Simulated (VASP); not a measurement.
# Be (Im-3m) in VASP: notebook

Be is run at these levels: PBE; tasks: electric field gradients.

Everything below comes from runs of VASP 6.6.1. Logs are shortened: lines on timing, memory, paths and dates and some standing lists are left out, and cuts for length are marked.

### Step 1. The cell of the first run

The structure is cubic, space group Im-3m (No. 229). The conventional cell has a = 2.539 Å, b = 2.539 Å, c = 2.539 Å, α = 90.00°, β = 90.00°, γ = 90.00°. Within 2.9 Å of Be (site symmetry m-3m) lie 14 Be at 2.20 to 2.54 Å.

### Step 2. Electric field gradients, PBE (volume scaled by 1.04)

Input file INCAR:

```
PREC = Accurate ; ENCUT = 520
EDIFF = 1E-8 ; ISMEAR = -1
SIGMA = 0.03 ; LREAL = False
LASPH = True ; NELM = 80
ALGO = Normal ; ISIF = 2
LWAVE = False ; LCHARG = False
GGA = PE ; LEFG = True
NBANDS = 7
```

Input file KPOINTS:

```
Automatic mesh
0
Gamma
  23 23 23
```

Input file POSCAR:

```
Be
1.0
   -1.2696112759      1.2696112759      1.2696112759
    1.2696112759     -1.2696112759      1.2696112759
    1.2696112759      1.2696112759     -1.2696112759
Be
1
Direct
    0.0000000000      0.0000000000      0.0000000000
```

Potentials or basis: VASP PAW PBE potentials, release 64 (Be).

Launch:

```
$ cat potpaw_PBE.64/Be/POTCAR > POTCAR
$ mpirun -np 1 vasp_std > vasp.out
```

OUTCAR:

```text
PREC = Accurate
   ENCUT = 520
   EDIFF = 1E-8
   ISMEAR = -1
   LREAL = False
   LASPH = True
   NELM = 80
   ISIF = 2
   GGA = PE

 ion  position               nearest neighbor table
   1  0.000  0.000  0.000-

  LATTYP: Found a body centered cubic cell.
 ALAT       =     2.5392225518

  Lattice vectors:

 A1 = (  -1.2696112759,   1.2696112759,   1.2696112759)
 A2 = (   1.2696112759,  -1.2696112759,   1.2696112759)
 A3 = (   1.2696112759,   1.2696112759,  -1.2696112759)

Analysis of symmetry for initial positions (statically):
=====================================================================
 Subroutine PRICEL returns:
 Original cell was already a primitive cell.

 Routine SETGRP: Setting up the symmetry group for a
 body centered cubic supercell.

 Subroutine GETGRP returns: Found 48 space group operations
 (whereof 48 operations were pure point group operations)
 out of a pool of 48 trial point group operations.

The static configuration has the point symmetry O_h .

Analysis of symmetry for dynamics (positions and initial velocities):
=====================================================================
 Subroutine PRICEL returns:
 Original cell was already a primitive cell.

 Routine SETGRP: Setting up the symmetry group for a
 body centered cubic supercell.

 Subroutine GETGRP returns: Found 48 space group operations
 (whereof 48 operations were pure point group operations)
 out of a pool of 48 trial point group operations.

The dynamic configuration has the point symmetry O_h .

 Subroutine INISYM returns: Found 48 space group operations
 (whereof 48 operations are pure point group operations),
 and found     1 'primitive' translations

----------------------------------------------------------------------------------------

                                     Primitive cell

  volume of cell :       8.1860

  direct lattice vectors                    reciprocal lattice vectors
    -1.269611276  1.269611276  1.269611276     0.000000000  0.393821329  0.393821329
     1.269611276 -1.269611276  1.269611276     0.393821329  0.000000000  0.393821329
     1.269611276  1.269611276 -1.269611276     0.393821329  0.393821329  0.000000000

  length of vectors
     2.199031236  2.199031236  2.199031236     0.556947465  0.556947465  0.556947465

  position of ions in fractional coordinates (direct lattice)
     0.000000000  0.000000000  0.000000000

  ion indices of the primitive-cell ions
   primitive index   ion index
                 1           1

----------------------------------------------------------------------------------------

 KPOINTS: Automatic mesh

Automatic generation of k-mesh.
 Grid dimensions read from file:
 generate k-points for:   23   23   23

 Generating k-lattice:

  Cartesian coordinates                     Fractional coordinates (reciprocal lattice)
     0.000000000  0.017122666  0.017122666     0.043478261  0.000000000  0.000000000
     0.017122666  0.000000000  0.017122666     0.000000000  0.043478261  0.000000000
     0.017122666  0.017122666  0.000000000     0.000000000  0.000000000  0.043478261

  Length of vectors
     0.024215107  0.024215107  0.024215107

  Shift w.r.t. Gamma in fractional coordinates (k-lattice)
     0.000000000  0.000000000  0.000000000

 Subroutine IBZKPT returns following result:
 ===========================================

 Found    364 irreducible k-points:

 Following reciprocal coordinates:
            Coordinates               Weight
  0.000000  0.000000  0.000000      1.000000
  0.043478  0.000000  0.000000     12.000000
  0.086957  0.000000  0.000000     12.000000
  0.130435  0.000000  0.000000     12.000000
  0.173913  0.000000  0.000000     12.000000
  0.217391  0.000000  0.000000     12.000000
[... 16 lines left out ...]
  0.478261  0.043478 -0.000000     24.000000
  0.086957  0.086957  0.000000     24.000000
 [... further k-points ...]
   k-points           NKPTS =    364   k-points in BZ     NKDIM =    364   number of bands    NBANDS=      7
   number of dos      NEDOS =    301   number of ions     NIONS =      1
   total plane-waves  NPLWV =   4096
   dimension x,y,z NGX =    16 NGY =   16 NGZ =   16
   dimension x,y,z NGXF=    32 NGYF=   32 NGZF=   32
   ions per type =               1
   NGX,Y,Z   is equivalent  to a cutoff of  12.10, 12.10, 12.10 a.u.
   NGXF,Y,Z  is equivalent  to a cutoff of  24.19, 24.19, 24.19 a.u.
 SYSTEM =  unknown system
   PREC   = accura    normal or accurate (medium, high low for compatibility)
   ISTART =      0    job   : 0-new  1-cont  2-samecut
   ICHARG =      2    charge: 1-file 2-atom 10-const
   ISPIN  =      1    spin polarized calculation?
   LNONCOLLINEAR =      F non collinear calculations
   LSORBIT =      F    spin-orbit coupling
   LASPH  =      T    aspherical Exc in radial PAW
   ENCUT  =  520.0 eV  38.22 Ry    6.18 a.u.   4.09  4.09  4.09*2*pi/ulx,y,z
   NELM   =     80;   NELMIN=  2; NELMDL= -5     # of ELM steps
   EDIFF  = 0.1E-07   stopping-criterion for ELM
   LREAL  =      F    real-space projection
   EDIFFG = 0.1E-06   stopping-criterion for IOM
   NSW    =      0    number of steps for IOM
   IBRION =     -1    ionic relax: 0-MD 1-quasi-New 2-CG
   NFREE  =      0    steps in history (QN), initial steepest desc. (CG)
   ISIF   =      2    stress and relaxation
   ISYM   =      2    0-nonsym 1-usesym 2-fastsym
   POTIM  = 0.5000    time-step for ionic-motion
   TEBEG  =    0.0;   TEEND  =   0.0 temperature during run
   PSTRESS=    0.0 pullay stress
   NELECT =       2.0000    total number of electrons
   NUPDOWN=      -1.0000    fix difference up-down
   EMIN   =  10.00;   EMAX   =-10.00  energy-range for DOS
   EFERMI =   0.00;   METHOD = LEGACY
   ISMEAR =    -1;   SIGMA  =   0.03  broadening in eV -4-tet -1-fermi 0-gaus
   EFERMI_NEDOS =   21; number of points for ismear=-14 and -15
   IALGO  =     38    algorithm
   IMIX   =      4    mixing-type and parameters
     AMIX     =   0.40;   BMIX     =  1.00
     AMIX_MAG =   1.60;   BMIX_MAG =  1.00
  volume/ion in A,a.u.               =       8.19        55.24
  Fermi-wavevector in a.u.,A,eV,Ry     =   1.023436  1.934014 14.251034  1.047421
  Thomas-Fermi vector in A             =   2.157169
   LORBIT       =      0    0 simple, 1 ext, 2 COOP (PROOUT), +10 PAW based schemes
   GGA     = PE    functional components
   LHFCALC =     F    Hartree Fock is set to
   AEXX    =    0.0000 exact exchange contribution
   IVDW    =     0    specifies the selected vdW correction
   LEPSILON=     F    determine dielectric tensor
   LRPA    =     F    only Hartree local field effects (RPA)
 non-spin polarized calculation
  energy-cutoff  :      520.00
  volume of cell :        8.19
 maximum number of plane-waves:       236
   NGX =  9   NGY =  9   NGZ =  9

 number of electron       2.0000000 magnetization

 Free energy of the ion-electron system (eV)
  ---------------------------------------------------
  ext. energy  EPLUGINS =         0.00000000
  ---------------------------------------------------
  free energy    TOTEN  =        -3.65966991 eV

  energy without entropy =       -3.65904275  energy(sigma->0) =       -3.65935633

 E-fermi :   7.6324     XC(G=0): -10.4987

 val. band max:        7.5952449785   @ k =   0.3043   0.2609   0.0870
 cond. band min:       7.6625585685   @ k =  -0.4348   0.4348   0.3913
 fundamental gap:      0.0673135900
 Fermi energy:         7.6324206749

 k-point     1 :       0.0000    0.0000    0.0000
  band No.  band energies     occupation
      1      -4.4174      2.00000
      2      26.3098      0.00000
      3      26.3098      0.00000
      4      26.3098      0.00000
      5      37.5210      0.00000
      6      37.5210      0.00000
      7      37.5210      0.00000

 k-point     2 :       0.0435    0.0000    0.0000
  band No.  band energies     occupation
      1      -4.3519      2.00000
      2      25.9957      0.00000
      3      26.0474      0.00000
      4      26.2356      0.00000
      5      36.6275      0.00000
      6      36.6684      0.00000
      7      37.9530      0.00000

 k-point     3 :       0.0870    0.0000    0.0000
  band No.  band energies     occupation
      1      -4.1557      2.00000
      2      25.0302      0.00000
      3      25.3648      0.00000
      4      26.0167      0.00000
      5      34.8208      0.00000
      6      35.1847      0.00000
      7      38.3397      0.00000

 k-point     4 :       0.1304    0.0000    0.0000
  band No.  band energies     occupation
      1      -3.8285      2.00000
      2      23.4367      0.00000
      3      24.4618      0.00000
      4      25.6678      0.00000
      5      33.4756      0.00000
      6      33.7072      0.00000
      7      37.8440      0.00000

 k-point     5 :       0.1739    0.0000    0.0000
  band No.  band energies     occupation
      1      -3.3705      2.00000
      2      21.3916      0.00000
      3      23.4965      0.00000
      4      25.2182      0.00000
      5      32.3529      0.00000
      6      32.6969      0.00000
      7      37.7032      0.00000

 k-point     6 :       0.2174    0.0000    0.0000
  band No.  band energies     occupation
      1      -2.7828      2.00000
      2      19.1307      0.00000
      3      22.5636      0.00000
      4      24.7106      0.00000
      5      31.1521      0.00000
      6      32.3273      0.00000
      7      37.8913      0.00000

 k-point     7 :       0.2609    0.0000    0.0000
  band No.  band energies     occupation
      1      -2.0679      2.00000
      2      16.8290      0.00000
      3      21.7160      0.00000
      4      24.1918      0.00000
      5      30.1158      0.00000
      6      32.2244      0.00000
      7      38.3678      0.00000
[... 121 lines left out ...]
 k-point    20 :       0.3478    0.0435    0.0000
  band No.  band energies     occupation
      1       0.2632      2.00000
      2      11.5337      0.00000
      3      19.9223      0.00000
      4      22.5934      0.00000
      5      28.9678      0.00000
      6      32.6307      0.00000
      7      40.4941      0.00000

 k-point    21 :       0.3913    0.0435    0.0000
  band No.  band energies     occupation
      1       1.2840      2.00000
      2       9.7678      0.00000
      3      19.5455      0.00000
      4      22.2858      0.00000
      5      28.5664      0.00000
      6      32.8562      0.00000
      7      41.5237      0.00000

 k-point    22 :       0.4348    0.0435    0.0000
  band No.  band energies     occupation
      1       2.1844      2.00000
      2       8.4160      0.00000
      3      19.3178      0.00000
      4      22.0969      0.00000
      5      28.3242      0.00000
      6      33.0256      0.00000
      7      42.4452      0.00000

 k-point    23 :       0.4783    0.0435   -0.0000
  band No.  band energies     occupation
      1       2.5898      2.00000
      2       7.8594      0.00103
      3      19.2415      0.00000
      4      22.0331      0.00000
      5      28.2433      0.00000
      6      33.0887      0.00000
      7      42.8677      0.00000

 k-point    24 :       0.0870    0.0870    0.0000
  band No.  band energies     occupation
      1      -3.6319      2.00000
      2      23.2336      0.00000
      3      23.4491      0.00000
      4      25.0524      0.00000
      5      33.0454      0.00000
      6      33.5898      0.00000
      7      37.6965      0.00000

 [... further k-points ...]
[... 5 lines left out ...]
  --------------------------------------------------------------------------------------
  -------------------------------------------------------------------------------------
  Total       -0.2652714     -0.2652714     -0.2652714      0.0000000     -0.0000000      0.0000000
  in kB      -51.9192858    -51.9192858    -51.9192858      0.0000000     -0.0000000      0.0000000
  external PRESSURE =     -51.9192858 kB  Pullay stress =       0.0000000 kB

 VOLUME and BASIS-vectors are now :
 -----------------------------------------------------------------------------
  energy-cutoff  :      520.00
  volume of cell :        8.19
      direct lattice vectors                 reciprocal lattice vectors
    -1.269611276  1.269611276  1.269611276     0.000000000  0.393821329  0.393821329
     1.269611276 -1.269611276  1.269611276     0.393821329  0.000000000  0.393821329
     1.269611276  1.269611276 -1.269611276     0.393821329  0.393821329  0.000000000

 POSITION                                       TOTAL-FORCE (eV/Angst)
 -----------------------------------------------------------------------------------
      0.00000      0.00000      0.00000         0.000000     -0.000000      0.000000
 -----------------------------------------------------------------------------------
    total drift:                                0.000000      0.000000      0.000000

  FREE ENERGIE OF THE ION-ELECTRON SYSTEM (eV)
  ---------------------------------------------------
  free  energy   TOTEN  =        -3.6596699132 eV

  energy  without entropy=       -3.6590427531  energy(sigma->0) =       -3.65935633

 Electric field gradients (V/A^2)
---------------------------------------------------------------------
 ion       V_xx      V_yy      V_zz      V_xy      V_xz      V_yz
---------------------------------------------------------------------
   1       0.000    -0.000    -0.000     0.000     0.000     0.000
---------------------------------------------------------------------

 Electric field gradients after diagonalization (V/A^2)
 (convention: |V_zz| > |V_xx| > |V_yy|)
----------------------------------------------------------------------
 ion       V_xx      V_yy      V_zz     asymmetry (V_yy - V_xx)/ V_zz
----------------------------------------------------------------------
   1      -0.000    -0.000     0.000       0.000
----------------------------------------------------------------------

           NMR quadrupolar parameters

 Cq : quadrupolar parameter    Cq=e*Q*V_zz/h
 eta: asymmetry parameters     (V_yy - V_xx)/ V_zz
 Q  : nuclear electric quadrupole moment in mb (millibarn)
----------------------------------------------------------------------
 ion       Cq(MHz)       eta       Q (mb)
----------------------------------------------------------------------
   1       0.000       0.000       1.000
----------------------------------------------------------------------
```

It took 23 s on 1 thread of AMD EPYC 7R43 (Zen 3), shared host; peak memory 0.08 GiB.

Results:

| Item | Value |
| --- | --- |
| Free energy | -3.6597 eV |
| Pressure | -5.2 GPa |
| Band gap on the k mesh | zero (band 1 reaches 11.02 eV, above the bottom of band 2 at 6.33 eV) |

Caveat: without QUAD_EFG the Cq values of the log hold for a quadrupole moment of 1 mb, not for the nuclei.

### Step 3. Electric field gradients, PBE (volume scaled by 1.02)

Input file INCAR:

```
SYSTEM = Be
PREC = Accurate ; ENCUT = 520
EDIFF = 1E-8 ; ISMEAR = -1
SIGMA = 0.03 ; LREAL = .False.
LASPH = .True. ; NELM = 60
ALGO = Normal ; ISIF = 2
LWAVE = .False. ; LCHARG = .False.
GGA = PE ; LEFG = .True.
NBANDS = 7
```

Input file KPOINTS:

```
regular mesh
0
Gamma
  23 23 23
  0 0 0
```

Input file POSCAR:

```
Be
1.0
   -1.2614200074      1.2614200074      1.2614200074
    1.2614200074     -1.2614200074      1.2614200074
    1.2614200074      1.2614200074     -1.2614200074
Be
1
Direct
    0.0000000000      0.0000000000      0.0000000000
```

Potentials or basis: VASP PAW PBE potentials, release 64 (Be).

Launch:

```
$ cat potpaw_PBE.64/Be/POTCAR > POTCAR
$ mpirun -np 1 vasp_std > vasp.out
```

OUTCAR:

```text
SYSTEM = Be
   PREC = Accurate
   ENCUT = 520
   EDIFF = 1E-8
   ISMEAR = -1
   LREAL = .False.
   LASPH = .True.
   NELM = 60
   ISIF = 2
   GGA = PE

 ion  position               nearest neighbor table
   1  0.000  0.000  0.000-

  LATTYP: Found a body centered cubic cell.
 ALAT       =     2.5228400148

  Lattice vectors:

 A1 = (  -1.2614200074,   1.2614200074,   1.2614200074)
 A2 = (   1.2614200074,  -1.2614200074,   1.2614200074)
 A3 = (   1.2614200074,   1.2614200074,  -1.2614200074)

[... 443 lines left out ...]
    total drift:                                0.000000      0.000000      0.000000

  FREE ENERGIE OF THE ION-ELECTRON SYSTEM (eV)
  ---------------------------------------------------
  free  energy   TOTEN  =        -3.6637335993 eV

  energy  without entropy=       -3.6631355220  energy(sigma->0) =       -3.66343456

 Electric field gradients (V/A^2)
---------------------------------------------------------------------
 ion       V_xx      V_yy      V_zz      V_xy      V_xz      V_yz
---------------------------------------------------------------------
   1      -0.000    -0.000    -0.000     0.000     0.000     0.000
---------------------------------------------------------------------

 Electric field gradients after diagonalization (V/A^2)
 (convention: |V_zz| > |V_xx| > |V_yy|)
----------------------------------------------------------------------
 ion       V_xx      V_yy      V_zz     asymmetry (V_yy - V_xx)/ V_zz
----------------------------------------------------------------------
   1      -0.000    -0.000     0.000       0.000
----------------------------------------------------------------------

           NMR quadrupolar parameters

 Cq : quadrupolar parameter    Cq=e*Q*V_zz/h
 eta: asymmetry parameters     (V_yy - V_xx)/ V_zz
 Q  : nuclear electric quadrupole moment in mb (millibarn)
----------------------------------------------------------------------
 ion       Cq(MHz)       eta       Q (mb)
----------------------------------------------------------------------
   1       0.000       0.000       1.000
----------------------------------------------------------------------
```

OSZICAR:

```text
N       E                     dE             d eps       ncg     rms          rms(c)
DAV:   1    -0.243399902801E+01   -0.24340E+01   -0.11381E+03  5397   0.235E+02
DAV:   2    -0.369014109716E+01   -0.12561E+01   -0.11940E+01  7203   0.248E+01
DAV:   3    -0.369190668184E+01   -0.17656E-02   -0.17643E-02  5789   0.858E-01
DAV:   4    -0.369190699326E+01   -0.31143E-06   -0.31135E-06  7749   0.120E-02
DAV:   5    -0.369190699335E+01   -0.85535E-10   -0.17872E-10  5810   0.372E-05    0.768E-01
DAV:   6    -0.367181282879E+01    0.20094E-01   -0.21294E-03  5719   0.443E-01    0.472E-01
DAV:   7    -0.366375738948E+01    0.80554E-02   -0.21343E-03  5460   0.465E-01    0.181E-02
DAV:   8    -0.366373346550E+01    0.23924E-04   -0.84005E-06  5796   0.253E-02    0.630E-03
DAV:   9    -0.366373373393E+01   -0.26843E-06   -0.91176E-07  6160   0.677E-03    0.257E-04
DAV:  10    -0.366373368884E+01    0.45093E-07   -0.11920E-09  5649   0.371E-04    0.163E-04
DAV:  11    -0.366373359919E+01    0.89642E-07   -0.25024E-09  4529   0.458E-04    0.411E-06
DAV:  12    -0.366373359927E+01   -0.74380E-10   -0.31697E-11  2723   0.327E-05
   1 F= -.36637336E+01 E0= -.36634346E+01  d E =-.598077E-03
```

stdout:

```text
POSCAR found type information on POSCAR Be
 POSCAR found :  1 types and       1 ions
 scaLAPACK will be used
 LDA part: xc-table for (Slater+PW92), standard interpolation
 POSCAR, INCAR and KPOINTS ok, starting setup
 FFT: planning ... GRIDC
 FFT: planning ... GRID_SOFT
 FFT: planning ... GRID
 WAVECAR not read
 entering main loop
ion   1
```

Run time: 22 s. Hardware: 1 thread of AMD EPYC 7R43 (Zen 3), shared host; peak memory 0.08 GiB.

Results:

| Property | Result |
| --- | --- |
| Free energy | -3.6637 eV |
| Pressure | -3.1 GPa |
| Band gap on the k mesh | zero (band 1 reaches 11.24 eV, above the bottom of band 2 at 6.47 eV) |

Caveat: without QUAD_EFG the Cq values of the log hold for a quadrupole moment of 1 mb, not for the nuclei.
